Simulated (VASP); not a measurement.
Input of a VASP 6.6.1 run:

The input INCAR:

```
SYSTEM = SbMo
PREC = Accurate
ENCUT = 520
EDIFF = 1E-6
ISMEAR = 0
SIGMA = 0.1
LREAL = .FALSE.
LASPH = .TRUE.
NELM = 80
ALGO = Normal
ISIF = 2
LWAVE = .FALSE.
LCHARG = .FALSE.
GGA = PE
NBANDS = 16
```

The input KPOINTS:

```
regular mesh
0
G
  6 6 6
  0 0 0
```

POSCAR

```
SbMo
1.0
    0.0000000000      3.0622983885      3.0622983885
    3.0622983885      0.0000000000      3.0622983885
    3.0622983885      3.0622983885      0.0000000000
Sb Mo
1 1
Direct
    0.0000000000      0.0000000000      0.0000000000
    0.7500000000      0.7500000000      0.7500000000
```

Potentials or basis: VASP PAW PBE potentials, release 64 (Sb, Mo_sv).

The run is started by

```sh
$ cat potpaw_PBE.64/Sb/POTCAR potpaw_PBE.64/Mo_sv/POTCAR > POTCAR
$ mpirun -np 1 vasp_std > vasp.out
```

Q: What does it give for the pressure?

A: 0.1 GPa.
